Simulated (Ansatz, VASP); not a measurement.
Ir: VASP beside Ansatz

```xyz
1
Lattice="-1.5789 1.5789 1.5789 1.5789 -1.5789 1.5789 1.5789 1.5789 -1.5789" Properties=species:S:1:pos:R:3 pbc="T T T"
Ir    0.0000    0.0000    0.0000
```

Alike in both runs: task single point; functional PBEsol; k mesh 8 × 8 × 8; occupations gaussian, width 0.1 eV; no spin polarisation.

```csv
,VASP,Ansatz
version,VASP 6.6.1,Ansatz 0.2.0
potentials or method,"VASP PAW PBE potentials, release 64 (Ir), cutoff 500 eV","scalar-relativistic, plane waves, PAW"
valence electrons in the cell,9,17
```

Ansatz gave:

- gap on the k mesh at the Fermi level (eV): none
- pressure (GPa): -21.8

Question: Which values does VASP return?

Answer: gap on the k mesh at the Fermi level (eV): none; pressure (GPa): -21.3.

VASP's potentials were made for PBE, not for PBEsol. A gap of «none» marks a metal or a gap that the smearing closes. The functional is the same, so the differences come from potentials, cutoffs and numerics. VASP's potentials hold 9 valence electrons a cell and Ansatz's 17, so a difference there can come from the potentials and not from the codes.

Spin-orbit coupling is off throughout.
